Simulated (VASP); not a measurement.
# Re in VASP: a series of runs, part 2 of 2

VASP 6.6.1. Earlier steps stand in the parts before.

### 3 Single point, PBE, collinear spin

This run uses another cell than the first one: it holds 1 atom, not 2.

INCAR reads:

```
ALGO     = Normal         # electronic algorithm
EDIFF    = 1E-6           # SCF threshold, eV
ENCUT    = 520            # plane-wave cutoff, eV
GGA      = PE             # functional
ISIF     = 2              # what is computed and relaxed
ISMEAR   = 0              # smearing method
ISPIN    = 2              # spin polarisation
LASPH    = True           # aspherical terms in the spheres
LCHARG   = True           # write CHGCAR
LELF     = True           # ELF
LMAXMIX  = 4              # l up to which the mixer works
LORBIT   = 11             # projections on sites
LREAL    = False          # projectors in reciprocal space
LVHAR    = True         
LWAVE    = False          # write WAVECAR
MAGMOM   = 1              # initial moments
NBANDS   = 14             # bands
NELM     = 150            # most SCF steps
PREC     = Accurate       # precision mode
SIGMA    = 0.1            # smearing width, eV
```

KPOINTS reads:

```
k-points
0
Gamma
  8 8 8
```

POSCAR reads:

```
Re
1.0
    0.0000000000      1.9578049246      1.9578049246
    1.9578049246      0.0000000000      1.9578049246
    1.9578049246      1.9578049246      0.0000000000
Re
1
Direct
    0.5000000000      0.5000000000      0.5000000000
```

Potentials or basis: VASP PAW PBE potentials, release 64 (Re).

Run with:

```bash
cat potpaw_PBE.64/Re/POTCAR > POTCAR
mpirun -np 1 vasp_std > vasp.out
```

OUTCAR:

```text
EDIFF = 1E-6
   ENCUT = 520
   GGA = PE
   ISIF = 2
   ISMEAR = 0
   ISPIN = 2
   LASPH = True
   LORBIT = 11
   LREAL = False
   NELM = 150
   PREC = Accurate

 ion  position               nearest neighbor table
   1  0.500  0.500  0.500-

  LATTYP: Found a face centered cubic cell.
 ALAT       =     3.9156098492

  Lattice vectors:

 A1 = (   0.0000000000,   1.9578049246,   1.9578049246)
 A2 = (   1.9578049246,   0.0000000000,   1.9578049246)
 A3 = (   1.9578049246,   1.9578049246,   0.0000000000)

Analysis of symmetry for initial positions (statically):
=====================================================================
 Subroutine PRICEL returns:
 Original cell was already a primitive cell.

 Routine SETGRP: Setting up the symmetry group for a
 face centered cubic supercell.

 Subroutine GETGRP returns: Found 48 space group operations
 (whereof 48 operations were pure point group operations)
 out of a pool of 48 trial point group operations.

The static configuration has the point symmetry O_h .

Analysis of symmetry for dynamics (positions and initial velocities):
=====================================================================
 Subroutine PRICEL returns:
 Original cell was already a primitive cell.

 Routine SETGRP: Setting up the symmetry group for a
 face centered cubic supercell.

 Subroutine GETGRP returns: Found 48 space group operations
 (whereof 48 operations were pure point group operations)
 out of a pool of 48 trial point group operations.

The dynamic configuration has the point symmetry O_h .

Analysis of structural, dynamic, and magnetic symmetry:
=====================================================================
 Subroutine PRICEL returns:
 Original cell was already a primitive cell.

 Routine SETGRP: Setting up the symmetry group for a
 face centered cubic supercell.

 Subroutine GETGRP returns: Found 48 space group operations
 (whereof 48 operations were pure point group operations)
 out of a pool of 48 trial point group operations.

[... 162 lines left out ...]
      3       6.0510      1.00000
      4       6.0510      1.00000
      5       9.1554      0.00000
      6       9.1554      0.00000
      7      21.7799      0.00000
      8      27.3520      0.00000
      9      27.3520      0.00000
     10      27.3520      0.00000
     11      31.5569      0.00000
     12      42.9272      0.00000
     13      42.9273      0.00000
     14      42.9317      0.00000
[... 379 lines left out ...]
      3       5.9955      1.00000
      4       7.3994      1.00000
      5      11.1845      0.00000
      6      15.0555      0.00000
      7      16.6413      0.00000
      8      24.2315      0.00000
      9      25.0900      0.00000
     10      27.9162      0.00000
     11      35.7770      0.00000
     12      37.9078      0.00000
     13      41.9047      0.00000
     14      42.4433      0.00000

 [... further k-points ...]

 spin component 2

 k-point     1 :       0.0000    0.0000    0.0000
  band No.  band energies     occupation
      1      -2.0881      1.00000
      2       6.0511      1.00000
      3       6.0511      1.00000
      4       6.0511      1.00000
      5       9.1554      0.00000
      6       9.1554      0.00000
      7      21.7799      0.00000
      8      27.3519      0.00000
      9      27.3519      0.00000
     10      27.3519      0.00000
     11      31.5570      0.00000
     12      42.9277      0.00000
     13      42.9295      0.00000
     14      42.9444      0.00000
[... 379 lines left out ...]
      3       5.9955      1.00000
      4       7.3994      1.00000
      5      11.1845      0.00000
      6      15.0555      0.00000
      7      16.6412      0.00000
      8      24.2316      0.00000
      9      25.0900      0.00000
     10      27.9163      0.00000
     11      35.7770      0.00000
     12      37.9078      0.00000
     13      41.9047      0.00000
     14      42.4434      0.00000

 [... further k-points ...]

------------------------ aborting loop because EDIFF is reached ----------------------------------------

  FORCE on cell =-STRESS in cart. coord.  units (eV):
  Direction    XX          YY          ZZ          XY          YZ          ZX
  --------------------------------------------------------------------------------------
  -------------------------------------------------------------------------------------
  Total       -0.1090402     -0.1090402     -0.1090402      0.0000000      0.0000000     -0.0000000
  in kB      -11.6401635    -11.6401635    -11.6401635      0.0000000      0.0000000     -0.0000000
  external PRESSURE =     -11.6401635 kB  Pullay stress =       0.0000000 kB

 VOLUME and BASIS-vectors are now :
 -----------------------------------------------------------------------------
  energy-cutoff  :      520.00
  volume of cell :       15.01
      direct lattice vectors                 reciprocal lattice vectors
     0.000000000  1.957804925  1.957804925    -0.255388059  0.255388059  0.255388059
     1.957804925  0.000000000  1.957804925     0.255388059 -0.255388059  0.255388059
     1.957804925  1.957804925  0.000000000     0.255388059  0.255388059 -0.255388059

 POSITION                                       TOTAL-FORCE (eV/Angst)
 -----------------------------------------------------------------------------------
      1.95780      1.95780      1.95780         0.000000      0.000000      0.000000
 -----------------------------------------------------------------------------------
    total drift:                               -0.000000     -0.000000      0.000000

  FREE ENERGIE OF THE ION-ELECTRON SYSTEM (eV)
  ---------------------------------------------------
  free  energy   TOTEN  =       -12.3395554562 eV

  energy  without entropy=      -12.3337361758  energy(sigma->0) =      -12.33664582

 total charge

# of ion       s       p       d       tot
------------------------------------------
    1        0.612   0.651   4.817   6.080

 magnetization (x)

# of ion       s       p       d       tot
------------------------------------------
    1       -0.000   0.000  -0.000  -0.000
```

OSZICAR:

```text
N       E                     dE             d eps       ncg     rms          rms(c)
DAV:   1     0.727141686649E+01    0.72714E+01   -0.33790E+03  2672   0.615E+02
DAV:   2    -0.126888588729E+02   -0.19960E+02   -0.18510E+02  2734   0.168E+02
DAV:   3    -0.129242009293E+02   -0.23534E+00   -0.23497E+00  2406   0.140E+01
DAV:   4    -0.129244095680E+02   -0.20864E-03   -0.20854E-03  2208   0.266E-01
DAV:   5    -0.129244130054E+02   -0.34375E-05   -0.34381E-05  2358   0.264E-02    0.291E+01
DAV:   6    -0.125223152451E+02    0.40210E+00   -0.33257E-01  2712   0.127E+01    0.119E+01
DAV:   7    -0.123416785975E+02    0.18064E+00   -0.28066E-01  2724   0.105E+01    0.385E+00
DAV:   8    -0.123420201682E+02   -0.34157E-03   -0.60483E-03  2404   0.740E-01    0.577E-01
DAV:   9    -0.123398364808E+02    0.21837E-02   -0.33668E-03  2578   0.330E-01    0.238E-01
DAV:  10    -0.123395654505E+02    0.27103E-03   -0.57651E-04  2298   0.160E-01    0.466E-02
DAV:  11    -0.123395510847E+02    0.14366E-04   -0.39281E-05  2360   0.549E-02    0.164E-02
DAV:  12    -0.123395536531E+02   -0.25684E-05   -0.26390E-06  2080   0.282E-02    0.191E-02
DAV:  13    -0.123395546779E+02   -0.10248E-05   -0.63389E-07  1948   0.110E-02    0.615E-03
DAV:  14    -0.123395554562E+02   -0.77829E-06   -0.28948E-07  1576   0.456E-03
   1 F= -.12339555E+02 E0= -.12336646E+02  d E =-.581928E-02  mag=     0.0000
```

stdout:

```text
POSCAR found type information on POSCAR Re
 POSCAR found :  1 types and       1 ions
 scaLAPACK will be used
 LDA part: xc-table for (Slater+PW92), standard interpolation
 POSCAR, INCAR and KPOINTS ok, starting setup
 FFT: planning ... GRIDC
 FFT: planning ... GRID_SOFT
 FFT: planning ... GRID
 WAVECAR not read
 entering main loop
```

Wall time 17 s (1 thread of Intel Xeon Platinum 8259CL at 2.50GHz (Skylake/Cascade Lake), shared host); peak memory 0.15 GiB.

Results:

```
Free energy                                           : -12.3396 eV
Pressure                                              : -1.2 GPa
Net moment                                            : 0.00 μB per cell
Valence electrons inside the program's atomic spheres : Re 6.08
```

Levels at points of the mesh, in eV from the Fermi level:
Spin up:
| k point | band 2 | band 3 | band 4 | band 5 | band 6 | band 7 |
| --- | --- | --- | --- | --- | --- | --- |
| (0.00, 0.00, 0.00) | -2.04 | -2.04 | -2.04 | 1.06 | 1.06 | 13.69 |
| (0.50, 0.00, 0.00) | -2.24 | -2.24 | 0.00 | 3.54 | 3.54 | 9.51 |
| (0.50, 0.50, 0.00) | -5.99 | 2.53 | 3.49 | 4.26 | 4.26 | 11.94 |
Spin down:
| k point | band 1 | band 2 | band 3 | band 4 | band 5 | band 6 | band 7 | band 8 | band 9 |
| --- | --- | --- | --- | --- | --- | --- | --- | --- | --- |
| (0.00, 0.00, 0.00) | -10.18 | -2.04 | -2.04 | -2.04 | 1.06 | 1.06 | 13.69 | 19.26 | 19.26 |
| (0.50, 0.00, 0.00) | -6.93 | -2.24 | -2.24 | 0.00 | 3.54 | 3.54 | 9.51 | 13.20 | 19.71 |
| (0.50, 0.50, 0.00) | -6.83 | -5.99 | 2.53 | 3.49 | 4.26 | 4.26 | 11.94 | 11.94 | 12.51 |

Caveat: spin-orbit coupling is left out, which moves the levels of the heavy elements.

### 4 Single point, PBE (13.20 Å³/atom)

INCAR reads:

```
SYSTEM = Re
PREC = Accurate
ENCUT = 520
EDIFF = 1E-7
ISMEAR = 0
SIGMA = 0.1
LREAL = .False.
LASPH = .True.
NELM = 80
ALGO = Normal
ISIF = 2
LWAVE = .False.
LCHARG = .False.
GGA = PE
NBANDS = 10
```

KPOINTS reads:

```
regular mesh
0
Gamma
  24 24 24
  0 0 0
```

POSCAR reads:

```
Re
1.0
    0.0000000000      1.8759649236      1.8759649236
    1.8759649236      0.0000000000      1.8759649236
    1.8759649236      1.8759649236      0.0000000000
Re
1
Direct
    0.5000000000      0.5000000000      0.5000000000
```

Potentials or basis: VASP PAW PBE potentials, release 64 (Re).

Run with:

```bash
cat potpaw_PBE.64/Re/POTCAR > POTCAR
mpirun -np 1 vasp_std > vasp.out
```

OUTCAR:

```text
SYSTEM = Re
   PREC = Accurate
   ENCUT = 520
   EDIFF = 1E-7
   ISMEAR = 0
   LREAL = .False.
   LASPH = .True.
   NELM = 80
   ISIF = 2
   GGA = PE

 ion  position               nearest neighbor table
   1  0.500  0.500  0.500-

  LATTYP: Found a face centered cubic cell.
 ALAT       =     3.7519298472

  Lattice vectors:

 A1 = (   0.0000000000,   1.8759649236,   1.8759649236)
 A2 = (   1.8759649236,   0.0000000000,   1.8759649236)
 A3 = (   1.8759649236,   1.8759649236,   0.0000000000)

[... 489 lines left out ...]
     10      31.7467      0.00000

 [... further k-points ...]

------------------------ aborting loop because EDIFF is reached ----------------------------------------

  FORCE on cell =-STRESS in cart. coord.  units (eV):
  Direction    XX          YY          ZZ          XY          YZ          ZX
  --------------------------------------------------------------------------------------
  -------------------------------------------------------------------------------------
  Total        5.1120372      5.1120372      5.1120372     -0.0000000     -0.0000000      0.0000000
  in kB      620.2980960    620.2980960    620.2980960     -0.0000000     -0.0000000      0.0000000
  external PRESSURE =     620.2980960 kB  Pullay stress =       0.0000000 kB

 VOLUME and BASIS-vectors are now :
 -----------------------------------------------------------------------------
  energy-cutoff  :      520.00
  volume of cell :       13.20
      direct lattice vectors                 reciprocal lattice vectors
     0.000000000  1.875964924  1.875964924    -0.266529504  0.266529504  0.266529504
     1.875964924  0.000000000  1.875964924     0.266529504 -0.266529504  0.266529504
     1.875964924  1.875964924  0.000000000     0.266529504  0.266529504 -0.266529504

 POSITION                                       TOTAL-FORCE (eV/Angst)
 -----------------------------------------------------------------------------------
      1.87596      1.87596      1.87596        -0.000000     -0.000000      0.000000
 -----------------------------------------------------------------------------------
    total drift:                                0.000000      0.000000      0.000000

  FREE ENERGIE OF THE ION-ELECTRON SYSTEM (eV)
  ---------------------------------------------------
  free  energy   TOTEN  =       -12.0571425036 eV

  energy  without entropy=      -12.0530611534  energy(sigma->0) =      -12.05510183
```

stdout:

```text
POSCAR found type information on POSCAR Re
 POSCAR found :  1 types and       1 ions
 scaLAPACK will be used
 LDA part: xc-table for (Slater+PW92), standard interpolation
 POSCAR, INCAR and KPOINTS ok, starting setup
 FFT: planning ... GRIDC
 FFT: planning ... GRID_SOFT
 FFT: planning ... GRID
 WAVECAR not read
 entering main loop
```

Run time: 43 s. Hardware: 1 thread of Intel Xeon Platinum 8259CL at 2.50GHz (Skylake/Cascade Lake), shared host; peak memory 0.17 GiB.

Results:

```yaml
Free_energy: -12.0571 eV
Pressure: 62.0 GPa
Band_gap_on_the_k_mesh: zero (an odd number of electrons rules out a gap without spin polarisation)
```

Caveat: the cell stands under pressure; spin-orbit coupling is left out, which moves the levels of the heavy elements.

### 5 Single point, PBE (13.65 Å³/atom)

INCAR reads:

```
SYSTEM = Re
ALGO = Normal
EDIFF = 1E-6
ENCUT = 520
GGA = PE
ISIF = 2
ISMEAR = 0
LASPH = .TRUE.
LCHARG = .FALSE.
LREAL = .FALSE.
LWAVE = .FALSE.
NBANDS = 10
NELM = 80
PREC = Accurate
SIGMA = 0.1
```

KPOINTS reads:

```
k-points
0
G
  24 24 24
  0 0 0
```

POSCAR reads:

```
Re
1.0
    0.0000000000      1.8970449456      1.8970449456
    1.8970449456      0.0000000000      1.8970449456
    1.8970449456      1.8970449456      0.0000000000
Re
1
Direct
    0.5000000000      0.5000000000      0.5000000000
```

Run with:

```bash
cat potpaw_PBE.64/Re/POTCAR > POTCAR
mpirun -np 1 vasp_std > vasp.out
```

Wall time 39 s (1 thread of Intel Xeon Platinum 8259CL at 2.50GHz (Skylake/Cascade Lake), shared host); peak memory 0.17 GiB.

The run converged. Its results:

```
Free energy            : -12.2032 eV
Pressure               : 42.2 GPa
Band gap on the k mesh : zero (an odd number of electrons rules out a gap without spin polarisation)
```

Levels at points of the mesh, in eV from the Fermi level:
```tsv
k point	band 2	band 3	band 4	band 5	band 6	band 7
(0.00, 0.00, 0.00)	-2.15	-2.15	-2.15	1.42	1.42	13.95
(0.50, 0.00, 0.00)	-2.39	-2.39	0.37	4.29	4.29	11.13
(0.50, 0.50, 0.00)	-6.62	3.18	4.25	5.14	5.14	12.92
```

Caveat: the cell stands under pressure; spin-orbit coupling is left out, which moves the levels of the heavy elements.

### 6 Single point, PBE (14.10 Å³/atom)

INCAR reads:

```
PREC = Accurate ; ENCUT = 520
EDIFF = 1E-6 ; ISMEAR = 0
SIGMA = 0.1 ; LREAL = F
LASPH = T ; NELM = 100
ALGO = Normal ; ISIF = 2
LWAVE = F ; LCHARG = T
GGA = PE ; LELF = T
LVHAR = T ; NBANDS = 10
```

KPOINTS reads:

```
regular mesh
0
Gamma
  24 24 24
```

POSCAR reads:

```
Re
1.0
    0.0000000000      1.9176666149      1.9176666149
    1.9176666149      0.0000000000      1.9176666149
    1.9176666149      1.9176666149      0.0000000000
Re
1
Direct
    0.5000000000      0.5000000000      0.5000000000
```

Potentials or basis: VASP PAW PBE potentials, release 64 (Re).

Run with:

```bash
cat potpaw_PBE.64/Re/POTCAR > POTCAR
mpirun -np 1 vasp_std > vasp.out
```

Run time: 39 s. Hardware: 1 thread of Intel Xeon Platinum 8259CL at 2.50GHz (Skylake/Cascade Lake), shared host; peak memory 0.18 GiB.

The run converged. Its results:

```yaml
Free_energy: -12.2981 eV
Pressure: 25.5 GPa
Band_gap_on_the_k_mesh: zero (an odd number of electrons rules out a gap without spin polarisation)
```

Levels at points of the mesh, in eV from the Fermi level:
| k point | band 1 | band 2 | band 3 | band 4 | band 5 | band 6 | band 7 | band 8 |
| --- | --- | --- | --- | --- | --- | --- | --- | --- |
| (0.00, 0.00, 0.00) | -10.44 | -2.05 | -2.05 | -2.05 | 1.35 | 1.35 | 13.93 | 19.84 |
| (0.50, 0.00, 0.00) | -7.21 | -2.28 | -2.28 | 0.29 | 4.08 | 4.08 | 10.62 | 13.44 |
| (0.50, 0.50, 0.00) | -7.23 | -6.33 | 3.00 | 4.03 | 4.88 | 4.88 | 12.64 | 12.64 |

Caveat: the cell stands under pressure; spin-orbit coupling is left out, which moves the levels of the heavy elements.

### 7 Summary

| spin | cell | k mesh | gap on the mesh (eV) | pressure (GPa) |
| --- | --- | --- | --- | --- |
| off | a = 4.809 Å, angles 33.4°, 2 atoms, atomic positions A | 6 × 6 × 6 | none | -0.6 |
| collinear | a = 2.769 Å, angles 60.0°, 1 atom, atomic positions B | 8 × 8 × 8 | none | -1.2 |
| off | a = 2.653 Å, angles 60.0°, 1 atom, atomic positions B | 24 × 24 × 24 | none | 62.0 |
| off | a = 2.683 Å, angles 60.0°, 1 atom, atomic positions B | 24 × 24 × 24 | none | 42.2 |
| off | a = 2.712 Å, angles 60.0°, 1 atom, atomic positions B | 24 × 24 × 24 | none | 25.5 |

Alike in all rows: task single point; level PBE; potentials or basis VASP PAW PBE potentials, release 64 (Re); cutoff (eV) 520; smearing gaussian 0.1 eV.

Caveats: some runs use coarse meshes; spin-orbit coupling is left out, which moves the levels of the heavy elements; the cell stands under pressure (at least some runs).

Total energies depend on the potentials used, so only differences within one code and one set of settings carry meaning.
